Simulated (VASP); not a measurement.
Runs of VASP 6.6.1 on Ca. The structure is that of space group Fm-3m (No. 225), or close to it. The cells are those of the table. 

| cell | gap on the mesh (eV) | pressure (GPa) |
| --- | --- | --- |
| a = 3.877 Å, angles 60.0°, 1 atom | none | 1.0 |
| a = 3.916 Å, angles 60.0°, 1 atom | none | 0.5 |
| a = 3.796 Å, angles 60.0°, 1 atom | none | (a) |
| a = 3.837 Å, angles 60.0°, 1 atom | none | 1.7 |

Alike in all rows: task single point; level HSE06; potentials or basis VASP PAW PBE potentials, release 64 (Ca_sv); no spin polarisation; k mesh 6 × 6 × 6; cutoff (eV) 520; smearing fermi-dirac 0.1 eV.

Estimate the missing entries.

(a) 2.5.

Caveats: the PAW data sets were made with another functional, which shifts forces and pressure a little.

A gap of «none» marks levels without a gap at the run's occupations.
